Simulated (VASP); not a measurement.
# Rh (Fm-3m) in VASP: single point with PBE

Aim: the single point of Rh with PBE.

Program: VASP 6.6.1. These are calculated values, not measurements. Logs are shortened: lines on timing, memory, paths and dates and some standing lists are left out, and cuts for length are marked.

**1. The cell of the first run**

The structure is cubic, space group Fm-3m (No. 225). The conventional cell has a = 3.989 Å, b = 3.989 Å, c = 3.989 Å, α = 90.00°, β = 90.00°, γ = 90.00°. Within 3.7 Å of Rh (site symmetry m-3m) lie 12 Rh at 2.82 Å.

**2. Single point, PBE, collinear spin, zero start**

INCAR

```
SYSTEM = Rh
  PREC = Accurate
  ENCUT = 500
  EDIFF = 1E-6
  ISMEAR = -1
  SIGMA = 0.1
  LREAL = .FALSE.
  LASPH = .TRUE.
  NELM = 200
  ALGO = Normal
  ISIF = 2
  LWAVE = .FALSE.
  LCHARG = .FALSE.
  ISPIN = 2
  MAGMOM = 0
  LORBIT = 11
  LMAXMIX = 4
  GGA = PE
  NBANDS = 18
  GGA_COMPAT = .FALSE.
```

KPOINTS

```
Automatic mesh
0
G
  8 8 8
  0 0 0
```

POSCAR

```
Rh
1.0
    0.0000000000      1.9945000000      1.9945000000
    1.9945000000      0.0000000000      1.9945000000
    1.9945000000      1.9945000000      0.0000000000
Rh
1
Direct
    0.0000000000      0.0000000000      0.0000000000
```

Potentials or basis: VASP PAW PBE potentials, release 64 (Rh_pv).

Started as:

```
> cat potpaw_PBE.64/Rh_pv/POTCAR > POTCAR
> mpirun -np 1 vasp_std > vasp.out
```

OUTCAR:

```text
SYSTEM = Rh
   PREC = Accurate
   ENCUT = 500
   EDIFF = 1E-6
   ISMEAR = -1
   LREAL = .FALSE.
   LASPH = .TRUE.
   NELM = 200
   ISIF = 2
   ISPIN = 2
   LORBIT = 11
   GGA = PE

 ion  position               nearest neighbor table
   1  0.000  0.000  0.000-

  LATTYP: Found a face centered cubic cell.
 ALAT       =     3.9890000000

  Lattice vectors:

 A1 = (   0.0000000000,   1.9945000000,   1.9945000000)
 A2 = (   1.9945000000,   0.0000000000,   1.9945000000)
 A3 = (   1.9945000000,   1.9945000000,   0.0000000000)

Analysis of symmetry for initial positions (statically):
=====================================================================
 Subroutine PRICEL returns:
 Original cell was already a primitive cell.

 Routine SETGRP: Setting up the symmetry group for a
 face centered cubic supercell.

 Subroutine GETGRP returns: Found 48 space group operations
[... 9 lines left out ...]

 Routine SETGRP: Setting up the symmetry group for a
 face centered cubic supercell.

 Subroutine GETGRP returns: Found 48 space group operations
 (whereof 48 operations were pure point group operations)
 out of a pool of 48 trial point group operations.

The dynamic configuration has the point symmetry O_h .

Analysis of structural, dynamic, and magnetic symmetry:
=====================================================================
 Subroutine PRICEL returns:
 Original cell was already a primitive cell.

 Routine SETGRP: Setting up the symmetry group for a
 face centered cubic supercell.

 Subroutine GETGRP returns: Found 48 space group operations
 (whereof 48 operations were pure point group operations)
 out of a pool of 48 trial point group operations.

The overall configuration has the point symmetry O_h .

 Subroutine INISYM returns: Found 48 space group operations
[... 5 lines left out ...]
                                     Primitive cell

  volume of cell :      15.8684

  direct lattice vectors                    reciprocal lattice vectors
     0.000000000  1.994500000  1.994500000    -0.250689396  0.250689396  0.250689396
     1.994500000  0.000000000  1.994500000     0.250689396 -0.250689396  0.250689396
     1.994500000  1.994500000  0.000000000     0.250689396  0.250689396 -0.250689396

  length of vectors
     2.820648950  2.820648950  2.820648950     0.434206771  0.434206771  0.434206771

  position of ions in fractional coordinates (direct lattice)
     0.000000000  0.000000000  0.000000000

  ion indices of the primitive-cell ions
   primitive index   ion index
                 1           1

----------------------------------------------------------------------------------------

 KPOINTS: Automatic mesh

Automatic generation of k-mesh.
 Grid dimensions read from file:
 generate k-points for:    8    8    8

 Generating k-lattice:

  Cartesian coordinates                     Fractional coordinates (reciprocal lattice)
    -0.031336174  0.031336174  0.031336174     0.125000000  0.000000000  0.000000000
     0.031336174 -0.031336174  0.031336174     0.000000000  0.125000000  0.000000000
     0.031336174  0.031336174 -0.031336174     0.000000000  0.000000000  0.125000000

  Length of vectors
     0.054275846  0.054275846  0.054275846

  Shift w.r.t. Gamma in fractional coordinates (k-lattice)
     0.000000000  0.000000000  0.000000000

 Subroutine IBZKPT returns following result:
 ===========================================

 Found     29 irreducible k-points:

 Following reciprocal coordinates:
            Coordinates               Weight
  0.000000  0.000000  0.000000      1.000000
  0.125000  0.000000  0.000000      8.000000
  0.250000  0.000000  0.000000      8.000000
  0.375000  0.000000  0.000000      8.000000
  0.500000  0.000000  0.000000      4.000000
  0.125000  0.125000  0.000000      6.000000
[... 16 lines left out ...]
  0.500000  0.250000  0.125000     48.000000
 -0.375000  0.250000  0.125000     24.000000
 [... further k-points ...]
   k-points           NKPTS =     29   k-points in BZ     NKDIM =     29   number of bands    NBANDS=     18
   number of dos      NEDOS =    301   number of ions     NIONS =      1
   total plane-waves  NPLWV =  13824
   dimension x,y,z NGX =    24 NGY =   24 NGZ =   24
   dimension x,y,z NGXF=    48 NGYF=   48 NGZF=   48
   ions per type =               1
   NGX,Y,Z   is equivalent  to a cutoff of  14.15, 14.15, 14.15 a.u.
   NGXF,Y,Z  is equivalent  to a cutoff of  28.29, 28.29, 28.29 a.u.
 SYSTEM =  Rh
   PREC   = accura    normal or accurate (medium, high low for compatibility)
   ISTART =      0    job   : 0-new  1-cont  2-samecut
   ICHARG =      2    charge: 1-file 2-atom 10-const
   ISPIN  =      2    spin polarized calculation?
   LNONCOLLINEAR =      F non collinear calculations
   LSORBIT =      F    spin-orbit coupling
   LASPH  =      T    aspherical Exc in radial PAW
   ENCUT  =  500.0 eV  36.75 Ry    6.06 a.u.   5.14  5.14  5.14*2*pi/ulx,y,z
   NELM   =    200;   NELMIN=  2; NELMDL= -5     # of ELM steps
   EDIFF  = 0.1E-05   stopping-criterion for ELM
   LREAL  =      F    real-space projection
   EDIFFG = 0.1E-04   stopping-criterion for IOM
   NSW    =      0    number of steps for IOM
   IBRION =     -1    ionic relax: 0-MD 1-quasi-New 2-CG
   NFREE  =      0    steps in history (QN), initial steepest desc. (CG)
   ISIF   =      2    stress and relaxation
   ISYM   =      2    0-nonsym 1-usesym 2-fastsym
   POTIM  = 0.5000    time-step for ionic-motion
   TEBEG  =    0.0;   TEEND  =   0.0 temperature during run
   PSTRESS=    0.0 pullay stress
   NELECT =      15.0000    total number of electrons
   NUPDOWN=      -1.0000    fix difference up-down
   EMIN   =  10.00;   EMAX   =-10.00  energy-range for DOS
   EFERMI =   0.00;   METHOD = LEGACY
   ISMEAR =    -1;   SIGMA  =   0.10  broadening in eV -4-tet -1-fermi 0-gaus
   EFERMI_NEDOS =   21; number of points for ismear=-14 and -15
   IALGO  =     38    algorithm
   IMIX   =      4    mixing-type and parameters
     AMIX     =   0.40;   BMIX     =  1.00
     AMIX_MAG =   1.60;   BMIX_MAG =  1.00
  volume/ion in A,a.u.               =      15.87       107.08
  Fermi-wavevector in a.u.,A,eV,Ry     =   1.606674  3.036174 35.122116  2.581403
  Thomas-Fermi vector in A             =   2.702824
   LORBIT       =     11    0 simple, 1 ext, 2 COOP (PROOUT), +10 PAW based schemes
   GGA     = PE    functional components
   LHFCALC =     F    Hartree Fock is set to
   AEXX    =    0.0000 exact exchange contribution
   IVDW    =     0    specifies the selected vdW correction
   LEPSILON=     F    determine dielectric tensor
   LRPA    =     F    only Hartree local field effects (RPA)
 spin polarized calculation
  energy-cutoff  :      500.00
  volume of cell :       15.87
 maximum number of plane-waves:       415
 NGX is ok and might be reduce to    24
   NGX = 11   NGY = 11   NGZ = 11

 number of electron      15.0000001 magnetization       0.0000027

 number of electron      15.0000001 magnetization      -0.0000023

 Free energy of the ion-electron system (eV)
  ---------------------------------------------------
  ext. energy  EPLUGINS =         0.00000000
  ---------------------------------------------------
  free energy    TOTEN  =        -7.12627789 eV

  energy without entropy =       -7.05739929  energy(sigma->0) =       -7.09183859

 E-fermi :   9.4916     XC(G=0): -13.1215

 val. band max:        9.4661880224   @ k =  -0.3750   0.2500   0.0000
 cond. band min:       9.5332045819   @ k =   0.3750   0.0000   0.0000
 fundamental gap:      0.0670165595
 Fermi energy:         9.4916178098

 spin component 1

 k-point     1 :       0.0000    0.0000    0.0000
  band No.  band energies     occupation
      1     -36.6435      1.00000
      2     -36.6435      1.00000
      3     -36.6435      1.00000
      4       2.5242      1.00000
      5       7.0170      1.00000
      6       7.0170      1.00000
[... 10 lines left out ...]
     17      38.8772      0.00000
     18      38.8772      0.00000

 k-point     2 :       0.1250    0.0000    0.0000
  band No.  band energies     occupation
      1     -36.7095      1.00000
      2     -36.6528      1.00000
      3     -36.6528      1.00000
      4       3.0556      1.00000
      5       6.8341      1.00000
      6       7.1916      1.00000
[... 10 lines left out ...]
     17      37.3765      0.00000
     18      39.1677      0.00000
[... 442 lines left out ...]
 k-point    24 :      -0.3750    0.2500    0.1250
  band No.  band energies     occupation
      1     -37.0253      1.00000
      2     -36.8216      1.00000
      3     -36.7437      1.00000
      4       5.4055      1.00000
      5       6.1877      1.00000
      6       7.3449      1.00000
[... 10 lines left out ...]
     17      42.3214      0.00000
     18      42.3797      0.00000

 [... further k-points ...]

 spin component 2

 k-point     1 :       0.0000    0.0000    0.0000
  band No.  band energies     occupation
      1     -36.6435      1.00000
      2     -36.6435      1.00000
      3     -36.6435      1.00000
      4       2.5242      1.00000
      5       7.0170      1.00000
      6       7.0170      1.00000
[... 10 lines left out ...]
     17      38.8772      0.00000
     18      38.8772      0.00000

 k-point     2 :       0.1250    0.0000    0.0000
  band No.  band energies     occupation
      1     -36.7095      1.00000
      2     -36.6528      1.00000
      3     -36.6528      1.00000
      4       3.0556      1.00000
      5       6.8341      1.00000
      6       7.1916      1.00000
[... 10 lines left out ...]
     17      37.3765      0.00000
     18      39.1677      0.00000
[... 442 lines left out ...]
 k-point    24 :      -0.3750    0.2500    0.1250
  band No.  band energies     occupation
      1     -37.0253      1.00000
      2     -36.8216      1.00000
      3     -36.7437      1.00000
      4       5.4055      1.00000
      5       6.1877      1.00000
      6       7.3449      1.00000
[... 10 lines left out ...]
     17      42.3214      0.00000
     18      42.3797      0.00000

 [... further k-points ...]

------------------------ aborting loop because EDIFF is reached ----------------------------------------

  FORCE on cell =-STRESS in cart. coord.  units (eV):
  Direction    XX          YY          ZZ          XY          YZ          ZX
  --------------------------------------------------------------------------------------
  -------------------------------------------------------------------------------------
  Total       -2.1441142     -2.1441142     -2.1441142      0.0000000      0.0000000      0.0000000
  in kB     -216.4842909   -216.4842909   -216.4842909      0.0000000      0.0000000      0.0000000
  external PRESSURE =    -216.4842909 kB  Pullay stress =       0.0000000 kB

 VOLUME and BASIS-vectors are now :
 -----------------------------------------------------------------------------
  energy-cutoff  :      500.00
  volume of cell :       15.87
      direct lattice vectors                 reciprocal lattice vectors
     0.000000000  1.994500000  1.994500000    -0.250689396  0.250689396  0.250689396
     1.994500000  0.000000000  1.994500000     0.250689396 -0.250689396  0.250689396
     1.994500000  1.994500000  0.000000000     0.250689396  0.250689396 -0.250689396

 POSITION                                       TOTAL-FORCE (eV/Angst)
 -----------------------------------------------------------------------------------
      0.00000      0.00000      0.00000         0.000000      0.000000     -0.000000
 -----------------------------------------------------------------------------------
    total drift:                               -0.000000      0.000000     -0.000000

  FREE ENERGIE OF THE ION-ELECTRON SYSTEM (eV)
  ---------------------------------------------------
  free  energy   TOTEN  =        -7.1262778921 eV

  energy  without entropy=       -7.0573992929  energy(sigma->0) =       -7.09183859

 total charge

# of ion       s       p       d       tot
------------------------------------------
    1        0.354   6.216   7.002  13.571

 magnetization (x)

# of ion       s       p       d       tot
------------------------------------------
    1        0.000   0.000  -0.000  -0.000
```

It took 12 s on 1 thread of Intel Xeon Platinum 8488C (Sapphire Rapids), shared host; peak memory 0.15 GiB.

What came out:

* Free energy: -7.1263 eV
* Pressure: -21.6 GPa
* Net moment: 0.00 μB per cell
* Valence electrons inside the program's atomic spheres: Rh 13.57
